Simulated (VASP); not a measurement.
PbO2 (Plattnerite), 6 atoms in the cell. Symmetry: P4_2/mnm, No. 136, tetragonal system. The conventional cell has a = 4.997 Å, b = 4.997 Å, c = 3.412 Å, α = 90.00°, β = 90.00°, γ = 90.00°. Within 2.9 Å of Pb (site symmetry mmm) lie 6 O at 2.17 to 2.18 Å. Within 2.9 Å of O (site symmetry m2m) lie 3 Pb at 2.17 to 2.18 Å and 1 O at 2.72 Å. 

* Program: VASP 6.6.1
* Task: single point
* Functional: PBEsol
* Potentials or basis: VASP PAW PBE potentials, release 64 (Pb_d, O)
* Cutoff: 520 eV
* k mesh: 4 × 4 × 6
* Occupations: fermi-dirac, width 0.02 eV
* Spin: no spin polarisation
* Dipole correction: no
* Further INCAR settings: ALGO = Normal; EDIFF = 1e-06; NBANDS = 35

Potentials or basis: VASP PAW PBE potentials, release 64 (Pb_d, O).

The run is started by

```bash
$ cat potpaw_PBE.64/Pb_d/POTCAR potpaw_PBE.64/O/POTCAR > POTCAR
$ mpirun -np 1 vasp_std > vasp.out
```

Hardware: 1 thread of Intel(R) Xeon(R) Platinum 8488C (Sapphire Rapids), with other jobs on the host.

Q: Estimate the wall time of this run.

A: Wall time 73 s on 1 thread of Intel(R) Xeon(R) Platinum 8488C (Sapphire Rapids), on a shared host, peak memory 0.22 GiB. Counts: scf iterations 14, k points 24.
